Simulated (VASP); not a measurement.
# SiC in VASP: a series of runs

The runs below take SiC through single point, with PBE, r2SCAN.

Everything below comes from runs of VASP 6.6.1. Logs are shortened: lines on timing, memory, paths and dates and some standing lists are left out, and cuts for length are marked.

### Step 1. The cell of the first run

Symmetry: I-4m2, No. 119, tetragonal system. The conventional cell has a = 3.080 Å, b = 3.080 Å, c = 4.494 Å, α = 90.00°, β = 90.00°, γ = 90.00°. Within 2.5 Å of Si (site symmetry -4m2) lie 4 C at 1.91 Å. Within 2.5 Å of C (site symmetry -4m2) lie 4 Si at 1.91 Å.

### Step 2. Single point, PBE (uniaxial z strain +3.2%)

INCAR

```
ALGO     = Normal         # electronic algorithm
EDIFF    = 1E-7           # SCF threshold, eV
ENCUT    = 520            # plane-wave cutoff, eV
GGA      = PE             # functional
ISIF     = 2              # what is computed and relaxed
ISMEAR   = -1             # smearing method
LASPH    = True           # aspherical terms in the spheres
LCHARG   = True           # write CHGCAR
LELF     = True           # ELF
LREAL    = False          # projectors in reciprocal space
LVHAR    = True         
LWAVE    = False          # write WAVECAR
NBANDS   = 11             # bands
NELM     = 80             # most SCF steps
PREC     = Accurate       # precision mode
SIGMA    = 0.02           # smearing width, eV
```

KPOINTS

```
k-points
0
Gamma
  10 10 10
```

POSCAR

```
SiC
1.0
    0.0000000000      2.1780523476      2.2470966071
    2.1780523476      0.0000000000      2.2470966071
    2.1780523476      2.1780523476      0.0000000000
Si C
1 1
Direct
    0.0000000000      0.0000000000      0.0000000000
    0.2500000000      0.2500000000      0.2500000000
```

Potentials or basis: VASP PAW PBE potentials, release 64 (Si, C).

The run is started by

```bash
$ cat potpaw_PBE.64/Si/POTCAR potpaw_PBE.64/C/POTCAR > POTCAR
$ mpirun -np 1 vasp_std > vasp.out
```

OUTCAR:

```text
EDIFF = 1E-7
   ENCUT = 520
   GGA = PE
   ISIF = 2
   ISMEAR = -1
   LASPH = True
   LREAL = False
   NELM = 80
   PREC = Accurate

 ion  position               nearest neighbor table
   1  0.000  0.000  0.000-   2 1.91   2 1.91   2 1.91   2 1.91
   2  0.250  0.250  0.250-   1 1.91   1 1.91   1 1.91   1 1.91

  LATTYP: Found a body centered tetragonal cell.
 ALAT       =     3.0802311695
 C/A-ratio  =     1.4590441324

  Lattice vectors:

 A1 = (  -2.1780523476,   0.0000000000,   2.2470966071)
 A2 = (   2.1780523476,   0.0000000000,   2.2470966071)
 A3 = (   0.0000000000,   2.1780523476,  -2.2470966071)

Analysis of symmetry for initial positions (statically):
=====================================================================
 Subroutine PRICEL returns:
 Original cell was already a primitive cell.

 Routine SETGRP: Setting up the symmetry group for a
 body centered tetragonal supercell.

 Subroutine GETGRP returns: Found  8 space group operations
 (whereof  8 operations were pure point group operations)
 out of a pool of 16 trial point group operations.

The static configuration has the point symmetry D_2d.

Analysis of symmetry for dynamics (positions and initial velocities):
=====================================================================
 Subroutine PRICEL returns:
 Original cell was already a primitive cell.

 Routine SETGRP: Setting up the symmetry group for a
 body centered tetragonal supercell.

 Subroutine GETGRP returns: Found  8 space group operations
 (whereof  8 operations were pure point group operations)
 out of a pool of 16 trial point group operations.

The dynamic configuration has the point symmetry D_2d.

 Subroutine INISYM returns: Found  8 space group operations
 (whereof  8 operations are pure point group operations),
 and found     1 'primitive' translations

----------------------------------------------------------------------------------------

                                     Primitive cell

  volume of cell :      21.3201

  direct lattice vectors                    reciprocal lattice vectors
     0.000000000  2.178052348  2.247096607    -0.229562894  0.229562894  0.222509348
     2.178052348  0.000000000  2.247096607     0.229562894 -0.229562894  0.222509348
     2.178052348  2.178052348  0.000000000     0.229562894  0.229562894 -0.222509348

  length of vectors
     3.129433685  3.129433685  3.080231170     0.393584367  0.393584367  0.393584367

  position of ions in fractional coordinates (direct lattice)
     0.000000000  0.000000000  0.000000000
     0.250000000  0.250000000  0.250000000

  ion indices of the primitive-cell ions
   primitive index   ion index
                 1           1
                 2           2

----------------------------------------------------------------------------------------

 KPOINTS: k-points

Automatic generation of k-mesh.
 Grid dimensions read from file:
 generate k-points for:   10   10   10

 Generating k-lattice:

  Cartesian coordinates                     Fractional coordinates (reciprocal lattice)
    -0.022956289  0.022956289  0.022250935     0.100000000  0.000000000  0.000000000
     0.022956289 -0.022956289  0.022250935     0.000000000  0.100000000  0.000000000
     0.022956289  0.022956289 -0.022250935     0.000000000  0.000000000  0.100000000

  Length of vectors
     0.039358437  0.039358437  0.039358437

  Shift w.r.t. Gamma in fractional coordinates (k-lattice)
     0.000000000  0.000000000  0.000000000

 Subroutine IBZKPT returns following result:
 ===========================================

 Found    102 irreducible k-points:

 Following reciprocal coordinates:
            Coordinates               Weight
  0.000000  0.000000  0.000000      1.000000
  0.100000 -0.000000  0.000000      8.000000
  0.200000 -0.000000  0.000000      8.000000
  0.300000  0.000000  0.000000      8.000000
  0.400000  0.000000  0.000000      8.000000
  0.500000  0.000000  0.000000      4.000000
[... 16 lines left out ...]
  0.300000  0.300000  0.000000      2.000000
  0.400000  0.300000  0.000000      8.000000
 [... further k-points ...]
   k-points           NKPTS =    102   k-points in BZ     NKDIM =    102   number of bands    NBANDS=     11
   number of dos      NEDOS =    301   number of ions     NIONS =      2
   total plane-waves  NPLWV =  13824
   dimension x,y,z NGX =    24 NGY =   24 NGZ =   24
   dimension x,y,z NGXF=    48 NGYF=   48 NGZF=   48
   ions per type =               1   1
   NGX,Y,Z   is equivalent  to a cutoff of  12.75, 12.75, 12.95 a.u.
   NGXF,Y,Z  is equivalent  to a cutoff of  25.50, 25.50, 25.91 a.u.
 SYSTEM =  unknown system
   PREC   = accura    normal or accurate (medium, high low for compatibility)
   ISTART =      0    job   : 0-new  1-cont  2-samecut
   ICHARG =      2    charge: 1-file 2-atom 10-const
   ISPIN  =      1    spin polarized calculation?
   LNONCOLLINEAR =      F non collinear calculations
   LSORBIT =      F    spin-orbit coupling
   LASPH  =      T    aspherical Exc in radial PAW
   ENCUT  =  520.0 eV  38.22 Ry    6.18 a.u.   5.82  5.82  5.73*2*pi/ulx,y,z
   NELM   =     80;   NELMIN=  2; NELMDL= -5     # of ELM steps
   EDIFF  = 0.1E-06   stopping-criterion for ELM
   LREAL  =      F    real-space projection
   EDIFFG = 0.1E-05   stopping-criterion for IOM
   NSW    =      0    number of steps for IOM
   IBRION =     -1    ionic relax: 0-MD 1-quasi-New 2-CG
   NFREE  =      0    steps in history (QN), initial steepest desc. (CG)
   ISIF   =      2    stress and relaxation
   ISYM   =      2    0-nonsym 1-usesym 2-fastsym
   POTIM  = 0.5000    time-step for ionic-motion
   TEBEG  =    0.0;   TEEND  =   0.0 temperature during run
   PSTRESS=    0.0 pullay stress
   NELECT =       8.0000    total number of electrons
   NUPDOWN=      -1.0000    fix difference up-down
   EMIN   =  10.00;   EMAX   =-10.00  energy-range for DOS
   EFERMI =   0.00;   METHOD = LEGACY
   ISMEAR =    -1;   SIGMA  =   0.02  broadening in eV -4-tet -1-fermi 0-gaus
   EFERMI_NEDOS =   21; number of points for ismear=-14 and -15
   IALGO  =     38    algorithm
   IMIX   =      4    mixing-type and parameters
     AMIX     =   0.40;   BMIX     =  1.00
     AMIX_MAG =   1.60;   BMIX_MAG =  1.00
  volume/ion in A,a.u.               =      10.66        71.94
  Fermi-wavevector in a.u.,A,eV,Ry     =   1.180797  2.231383 18.970364  1.394282
  Thomas-Fermi vector in A             =   2.317083
   LORBIT       =      0    0 simple, 1 ext, 2 COOP (PROOUT), +10 PAW based schemes
   GGA     = PE    functional components
   LHFCALC =     F    Hartree Fock is set to
   AEXX    =    0.0000 exact exchange contribution
   IVDW    =     0    specifies the selected vdW correction
   LEPSILON=     F    determine dielectric tensor
   LRPA    =     F    only Hartree local field effects (RPA)
 non-spin polarized calculation
  energy-cutoff  :      520.00
  volume of cell :       21.32
 maximum number of plane-waves:       588
   NGX = 11   NGY = 11   NGZ = 11

 number of electron       8.0000001 magnetization

 Free energy of the ion-electron system (eV)
  ---------------------------------------------------
  ext. energy  EPLUGINS =         0.00000000
  ---------------------------------------------------
  free energy    TOTEN  =       -15.04621705 eV

  energy without entropy =      -15.04621705  energy(sigma->0) =      -15.04621705

 E-fermi :   8.2351     XC(G=0): -11.2272

 val. band max:        7.8523737864   @ k =   0.0000   0.0000   0.0000
 cond. band min:       9.0742780394   @ k =   0.5000   0.0000   0.5000
 fundamental gap:      1.2219042531
 Fermi energy:         8.2350709028

 k-point     1 :       0.0000    0.0000    0.0000
  band No.  band energies     occupation
      1      -7.3941      2.00000
      2       7.6312      2.00000
      3       7.8524      2.00000
      4       7.8524      2.00000
      5      13.6527      0.00000
      6      14.8552      0.00000
      7      14.8552      0.00000
      8      14.9366      0.00000
      9      21.6078      0.00000
     10      22.5772      0.00000
     11      23.7974      0.00000

 k-point     2 :       0.1000   -0.0000    0.0000
  band No.  band energies     occupation
      1      -7.2033      2.00000
      2       6.7639      2.00000
      3       7.5676      2.00000
      4       7.7331      2.00000
      5      13.9545      0.00000
      6      15.0166      0.00000
      7      15.1056      0.00000
      8      15.2332      0.00000
      9      20.7758      0.00000
     10      21.5638      0.00000
     11      23.8110      0.00000

 k-point     3 :       0.2000   -0.0000    0.0000
  band No.  band energies     occupation
      1      -6.6395      2.00000
      2       4.6812      2.00000
      3       7.2217      2.00000
      4       7.4600      2.00000
      5      13.6855      0.00000
      6      15.4131      0.00000
      7      15.5426      0.00000
      8      16.3025      0.00000
      9      20.3161      0.00000
     10      20.7350      0.00000
     11      22.9972      0.00000

 k-point     4 :       0.3000    0.0000    0.0000
  band No.  band energies     occupation
      1      -5.7391      2.00000
      2       2.4140      2.00000
      3       6.8718      2.00000
      4       7.1803      2.00000
      5      13.2525      0.00000
      6      15.2498      0.00000
      7      15.5552      0.00000
      8      17.3063      0.00000
      9      21.2707      0.00000
     10      21.2988      0.00000
     11      22.7062      0.00000

 k-point     5 :       0.4000    0.0000    0.0000
  band No.  band energies     occupation
      1      -4.6312      2.00000
      2       0.4105      2.00000
      3       6.6286      2.00000
      4       6.9881      2.00000
      5      12.9540      0.00000
      6      14.9033      0.00000
      7      15.2581      0.00000
      8      17.6515      0.00000
      9      22.9220      0.00000
     10      23.0292      0.00000
     11      23.5616      0.00000
[... 211 lines left out ...]
 k-point    21 :      -0.3000    0.2000    0.0000
  band No.  band energies     occupation
      1      -4.3675      2.00000
      2       1.3617      2.00000
      3       3.8432      2.00000
      4       6.8237      2.00000
      5      13.5251      0.00000
      6      15.6896      0.00000
      7      16.4791      0.00000
      8      17.5896      0.00000
      9      20.3534      0.00000
     10      23.1786      0.00000
     11      26.1622      0.00000

 k-point    22 :      -0.2000    0.2000    0.0000
  band No.  band energies     occupation
      1      -5.4023      2.00000
      2       2.9480      2.00000
      3       4.4535      2.00000
      4       7.3109      2.00000
      5      14.4047      0.00000
      6      15.4827      0.00000
      7      16.0470      0.00000
      8      16.4834      0.00000
      9      19.2708      0.00000
     10      23.1008      0.00000
     11      25.9940      0.00000

 k-point    23 :       0.3000    0.3000    0.0000
  band No.  band energies     occupation
      1      -5.2588      2.00000
      2       3.2105      2.00000
      3       5.6409      2.00000
      4       5.6409      2.00000
      5      10.9653      0.00000
      6      13.5193      0.00000
      7      19.0542      0.00000
      8      19.0542      0.00000
      9      19.4953      0.00000
     10      24.9777      0.00000
     11      29.0019      0.00000

 k-point    24 :       0.4000    0.3000    0.0000
  band No.  band energies     occupation
      1      -4.4338      2.00000
      2       2.0539      2.00000
      3       4.7860      2.00000
      4       5.3999      2.00000
      5      10.7588      0.00000
      6      13.5917      0.00000
      7      18.9843      0.00000
      8      19.5212      0.00000
      9      21.0043      0.00000
     10      25.7572      0.00000
     11      28.4547      0.00000

 [... further k-points ...]
[... 5 lines left out ...]
  --------------------------------------------------------------------------------------
  -------------------------------------------------------------------------------------
  Total       -0.0485577     -0.0485577     -1.1790113      0.0000000      0.0000000      0.0000000
  in kB       -3.6490567     -3.6490567    -88.6013146      0.0000000      0.0000000      0.0000000
  external PRESSURE =     -31.9664760 kB  Pullay stress =       0.0000000 kB

 VOLUME and BASIS-vectors are now :
 -----------------------------------------------------------------------------
  energy-cutoff  :      520.00
  volume of cell :       21.32
      direct lattice vectors                 reciprocal lattice vectors
     0.000000000  2.178052348  2.247096607    -0.229562894  0.229562894  0.222509348
     2.178052348  0.000000000  2.247096607     0.229562894 -0.229562894  0.222509348
     2.178052348  2.178052348  0.000000000     0.229562894  0.229562894 -0.222509348

 POSITION                                       TOTAL-FORCE (eV/Angst)
 -----------------------------------------------------------------------------------
      0.00000      0.00000      0.00000         0.000000      0.000000      0.000000
      1.08903      1.08903      1.12355        -0.000000     -0.000000     -0.000000
 -----------------------------------------------------------------------------------
    total drift:                                0.000000      0.000000      0.000000

  FREE ENERGIE OF THE ION-ELECTRON SYSTEM (eV)
  ---------------------------------------------------
  free  energy   TOTEN  =       -15.0462170492 eV

  energy  without entropy=      -15.0462170492  energy(sigma->0) =      -15.04621705
```

It took 13 s on 1 thread of Intel Xeon Platinum 8375C at 2.90GHz (Ice Lake), shared host; peak memory 0.14 GiB.

What came out:

```
Free energy            : -15.0462 eV
Pressure               : -3.2 GPa
Band gap on the k mesh : 1.22 eV, indirect (least direct gap 4.48 eV)
```

Caveat: the cell differs from its parent crystal (uniaxial z strain +3.2%). A k mesh can miss the band edges.

[end of part 1 of 2]
